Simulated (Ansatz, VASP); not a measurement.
# K: VASP beside Ansatz

INCAR

```
  PREC = Accurate
  ENCUT = 520
  EDIFF = 1E-7
  ISMEAR = -1
  SIGMA = 0.1
  LREAL = False
  LASPH = True
  NELM = 80
  ALGO = Normal
  ISIF = 2
  LWAVE = False
  LCHARG = False
  GGA = PS
  NBANDS = 20
```

KPOINTS

```
regular mesh
0
Gamma
  6 6 8
```

Contents of POSCAR:

```
K
1.0
    7.6605115700      0.0000000000      0.0000000000
   -3.8302557850      6.6341976256      0.0000000000
    0.0000000000      0.0000000000      4.5548897074
K
3
Direct
    0.0000000000      1.0000000000      1.0000000000
    0.3333333333      0.6666666667      0.5000000000
    0.6666666667      0.3333333333      0.5000000000
```

Input for Ansatz:

```yaml
crystal:
  lattice:
    - [7.66051157, 0.0, 0.0]
    - [-3.830255785, 6.6341976256, 0.0]
    - [0.0, 0.0, 4.5548897074]
  atoms:
    - { symbol: K, position: [0.0, 1.0, 1.0] }
    - { symbol: K, position: [0.3333333333, 0.6666666667, 0.5] }
    - { symbol: K, position: [0.6666666667, 0.3333333333, 0.5] }
hamiltonian:
  xc: pbesol
  pseudopotentials:
    kind: paw
    azcp:
      K: "pseudopotentials/K.paw.azcp"
basis:
  ecutwfc: 420
  fft_grid_basis: typed
kpoints:
  mp_grid: { grid: [6, 6, 8], shift: [0, 0, 0] }
magnetization:
  spin_polarized: false
scf:
  occupations: { method: fermi_dirac, width: 0.1 }
  lower_state_search: "off"
output:
  stress: true
  write_density: true
  write_potential: true
  elf: true
  volumetric_format: npy
```

Alike in both runs: task single point; functional PBEsol; k mesh 6 × 6 × 8; occupations fermi-dirac, width 0.1 eV; no spin polarisation.

```csv
,VASP,Ansatz
version,VASP 6.6.1,Ansatz 0.2.0
potentials or method,"VASP PAW PBE potentials, release 64 (K_sv), cutoff 520 eV","plane waves (420 eV) with PAW, scalar-relativistic"
valence electrons in the cell,27,27
```

```tsv
	VASP	Ansatz	Ansatz less VASP
pressure (GPa)	-0.2	-0.2	+0.01
```

VASP's potentials were made for PBE, not for PBEsol, and Ansatz warns of the same on its side.
